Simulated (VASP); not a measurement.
Set up this calculation in VASP 6.6.1, as the native input.

```
Task                   : electric field gradients
Functional             : PBE
Potentials or basis    : VASP PAW PBE potentials, release 64 (Gd, N)
Cutoff                 : 520 eV
k mesh                 : 12 × 12 × 12
Occupations            : fermi-dirac, width 0.03 eV
Spin                   : collinear spin, ferromagnetic start
Starting moments       : [7.0, 0.0] μB
Dipole correction      : no
Further INCAR settings : ALGO = Normal; EDIFF = 1e-08; NBANDS = 22
```

The structure of GdN (zincblende type) lies in POSCAR:

```
GdN
1.0
    0.0000000000      2.7035870860      2.7035870860
    2.7035870860      0.0000000000      2.7035870860
    2.7035870860      2.7035870860      0.0000000000
Gd N
1 1
Direct
    0.0000000000      0.0000000000      0.0000000000
    0.2500000000      0.2500000000      0.2500000000
```

One way to write it, as run:

INCAR

```
SYSTEM = GdN
PREC     = Accurate       ! precision mode
ENCUT    = 520            ! plane-wave cutoff, eV
EDIFF    = 1E-8           ! SCF threshold, eV
ISMEAR   = -1             ! smearing method
SIGMA    = 0.03           ! smearing width, eV
LREAL    = .FALSE.        ! projectors in reciprocal space
LASPH    = .TRUE.         ! aspherical terms in the spheres
NELM     = 150            ! most SCF steps
ALGO     = Normal         ! electronic algorithm
ISIF     = 2              ! what is computed and relaxed
LWAVE    = .FALSE.        ! write WAVECAR
LCHARG   = .FALSE.        ! write CHGCAR
ISPIN    = 2              ! spin polarisation
MAGMOM   = 7 0            ! initial moments
LORBIT   = 11             ! projections on sites
LMAXMIX  = 6              ! l up to which the mixer works
GGA      = PE             ! functional
LEFG     = .TRUE.       
NBANDS   = 22             ! bands
```

KPOINTS

```
regular mesh
0
G
  12 12 12
  0 0 0
```

Potentials or basis: VASP PAW PBE potentials, release 64 (Gd, N).

Command:

```console
$ cat potpaw_PBE.64/Gd/POTCAR potpaw_PBE.64/N/POTCAR > POTCAR
$ mpirun -np 1 vasp_std > vasp.out
```

Results of the run:

```yaml
Pressure: -3.7 GPa
Band_gap_on_the_k_mesh: 1.15 eV (least direct gap 1.83 eV)
Net_moment: 7.00 μB per cell
Site_moments: Gd +6.79; N -0.06 μB
Largest_electric_field_gradient_by_atom: under 0.05 V/Å² on every atom
Valence_electrons_inside_the_program's_atomic_spheres: Gd 15.24; N 3.65
```

Caveat: the cell stands under tension; spin-orbit coupling is left out, which moves the levels of the heavy elements; a cell with one magnetic atom can't hold antiferromagnetic order, which such compounds often take; semilocal functionals describe open f shells poorly, which spoils levels, moments and volumes.

It took 15 min on 1 thread of Intel Xeon 8259CL, on a shared host, peak memory 0.27 GiB.
